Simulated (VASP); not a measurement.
Set up this calculation in VASP 6.6.1, as the native input.

```yaml
Task: single point
Functional: LDA
Potentials_or_basis: VASP PAW LDA potentials, release 64 (Sr_sv, V_sv, O)
Cutoff: 520 eV
k_mesh: 7 × 7 × 7
Occupations: fermi-dirac, width 0.05 eV
Spin: collinear spin, ferromagnetic start
Starting_moments: "[0.0, 2.0, 0.0, 0.0, 0.0] μB"
Hubbard_terms: V d U = 4.5 eV
Dipole_correction: no
Further_INCAR_settings: ALGO = Normal; EDIFF = 1e-07; NBANDS = 32
```

The structure of SrVO3 lies in POSCAR:

```
SrVO3
1.0
    3.8104184702     -0.0243472896      0.0243472896
   -0.0243472896      3.8104184702      0.0243472896
    0.0243472896      0.0243472896      3.8104184702
Sr V O
1 1 3
Direct
    0.5000000000      0.5000000000      0.5000000000
    0.0000000000      0.0000000000      0.0000000000
    0.0000000000      0.0000000000      0.5000000000
    0.0000000000      0.5000000000      0.0000000000
    0.5000000000      0.0000000000      0.0000000000
```

The input as run:

INCAR

```
PREC = Accurate
ENCUT = 520
EDIFF = 1E-7
ISMEAR = -1
SIGMA = 0.05
LREAL = F
LASPH = T
NELM = 150
ALGO = Normal
ISIF = 2
LWAVE = F
LCHARG = F
ISPIN = 2
MAGMOM = 0 2 0 0 0
LORBIT = 11
LMAXMIX = 4
LDAU = T
LDAUTYPE = 2
LDAUL = -1 2 -1
LDAUU = 0 4.5 0
LDAUJ = 0 0 0
LDAUPRINT = 1
NBANDS = 32
```

KPOINTS

```
regular mesh
0
Gamma
  7 7 7
```

Potentials or basis: VASP PAW LDA potentials, release 64 (Sr_sv, V_sv, O).

Run with:

```sh
$ cat potpaw_LDA.64/Sr_sv/POTCAR potpaw_LDA.64/V_sv/POTCAR potpaw_LDA.64/O/POTCAR > POTCAR
$ mpirun -np 1 vasp_std > vasp.out
```

It gave:

```
Pressure                                              : 1.7 GPa
Band gap on the k mesh                                : zero (filled and empty bands overlap)
Net moment                                            : 1.00 μB per cell
Site moments                                          : Sr -0.00; V +1.09; O -0.05 μB
Valence electrons inside the program's atomic spheres : Sr 8.04; V 11.58; O 5.04
```

Wall time 4.5 min on 1 thread of Intel Xeon 8259CL, on a shared host, peak memory 0.24 GiB.
